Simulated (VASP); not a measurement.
Here is a VASP 6.6.1 calculation.

The input INCAR:

```
SYSTEM = Ga2AsN
PREC = Accurate
ENCUT = 520
EDIFF = 1E-6
ISMEAR = 0
SIGMA = 0.1
LREAL = .FALSE.
LASPH = .TRUE.
NELM = 100
ALGO = Normal
ISIF = 2
LWAVE = .FALSE.
LCHARG = .FALSE.
GGA = PE
NBANDS = 26
```

KPOINTS

```
regular mesh
0
G
  6 6 6
  0 0 0
```

POSCAR

```
Ga2AsN
1.0
    1.8467184000      1.0662033600      6.0313570300
   -1.8467184000      1.0662033600      6.0313570300
    0.0000000000     -2.1324067300      6.0313570300
Ga As N
2 1 1
Direct
    0.7500000000      0.7500000000      0.7500000000
    0.2500000000      0.2500000000      0.2500000000
    0.0000000000      0.0000000000      0.0000000000
    0.5000000000      0.5000000000      0.5000000000
```

Potentials or basis: VASP PAW PBE potentials, release 64 (Ga_d, As, N).

Run with:

```sh
$ cat potpaw_PBE.64/Ga_d/POTCAR potpaw_PBE.64/As/POTCAR potpaw_PBE.64/N/POTCAR > POTCAR
$ mpirun -np 1 vasp_std > vasp.out
```

Problem. Predict the band gap on the k mesh.

Solution. Zero (band 18 reaches 4.39 eV, above the bottom of band 19 at 3.50 eV).

Problem. Predict the pressure.

Solution. -9.9 GPa.

Forces on the atoms (eV/Å):
```
Ga   0.000  0.000  2.264
Ga   0.000  0.000 -2.264
As   0.000  0.000  0.000
N    0.000  0.000  0.000
```

Caveat: forces of over 1 eV/Å act on the atoms, so gaps and moduli don't describe the material at rest.
